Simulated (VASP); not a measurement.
Wanted: the native input for a VASP 6.6.1 run.

```yaml
Task: single point
Functional: PBE
Potentials_or_basis: VASP PAW PBE potentials, release 64 (Zn, S)
Cutoff: 520 eV
k_mesh: 12 × 12 × 6
Occupations: fermi-dirac, width 0.02 eV
Spin: no spin polarisation
Dipole_correction: no
Further_INCAR_settings: ALGO = Normal; EDIFF = 1e-06; NBANDS = 26
```

The structure of ZnS lies in POSCAR:

```
ZnS
1.0
    3.8109987816      0.0000000000      0.0000000000
   -1.9054993908      3.3004217586      0.0000000000
    0.0000000000      0.0000000000      6.2340000000
Zn S
2 2
Direct
    0.3333333333      0.6666666667      0.0000000000
    0.6666666667      0.3333333333      0.5000000000
    0.3549397263      0.6774698632      0.3812728972
    0.6882730597      0.3441365298      0.8812728972
```

This cell differs from its parent crystal: all S atoms moved -0.075 Å, as atom 3 towards its neighbour atom 2 (Zn) at 2.314 Å.

One way to write it, as run:

INCAR

```
ALGO     = Normal         # electronic algorithm
EDIFF    = 1E-6           # SCF threshold, eV
ENCUT    = 520            # plane-wave cutoff, eV
GGA      = PE             # functional
ISIF     = 2              # what is computed and relaxed
ISMEAR   = -1             # smearing method
LASPH    = True           # aspherical terms in the spheres
LCHARG   = False          # write CHGCAR
LREAL    = False          # projectors in reciprocal space
LWAVE    = False          # write WAVECAR
NBANDS   = 26             # bands
NELM     = 60             # most SCF steps
PREC     = Accurate       # precision mode
SIGMA    = 0.02           # smearing width, eV
```

KPOINTS

```
k-points
0
Gamma
  12 12 6
```

Potentials or basis: VASP PAW PBE potentials, release 64 (Zn, S).

Run with:

```sh
$ cat potpaw_PBE.64/Zn/POTCAR potpaw_PBE.64/S/POTCAR > POTCAR
$ mpirun -np 1 vasp_std > vasp.out
```

It gave:

The pressure is 2.6 GPa, the largest force is 0.587 eV/Å and the band gap on the k mesh is 2.22 eV.

Caveat: the cell differs from its parent crystal (all S atoms moved -0.075 Å, as atom 3 towards its neighbour atom 2 (Zn) at 2.314 Å).

It took 6.3 min on 1 thread of Oxide Virtual Turin-like Processor (shared host), peak memory 0.45 GiB.
